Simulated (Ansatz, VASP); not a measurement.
## One calculation of Ge, two programs

```
CELL_PARAMETERS angstrom
0.00000 2.81478 2.81478
2.81478 0.00000 2.81478
2.81478 2.81478 0.00000
ATOMIC_POSITIONS crystal
Ge 0.50000 0.50000 0.50000
Ge 0.75000 0.75000 0.75000
```

Alike in both runs: task single point; functional LDA; k mesh 10 × 10 × 10; occupations fermi-dirac, width 0.1 eV; no spin polarisation.

```csv
,VASP,Ansatz
version,VASP 6.6.1,Ansatz 0.2.0
potentials or method,"VASP PAW LDA potentials, release 64 (Ge_d), cutoff 520 eV","plane waves (420 eV) with PAW, scalar-relativistic"
valence electrons in the cell,28,28
```

VASP gave:

| Quantity | Value |
| --- | --- |
| pressure (GPa) | 0.0 |

Q: Estimate Ansatz's values.

A: Pressure (GPa): -0.2.

Ansatz warns that its potentials were made for another functional, while VASP's fit it. LDA's correlation is that of Perdew and Zunger in VASP and of Perdew and Wang (1992) in Ansatz.
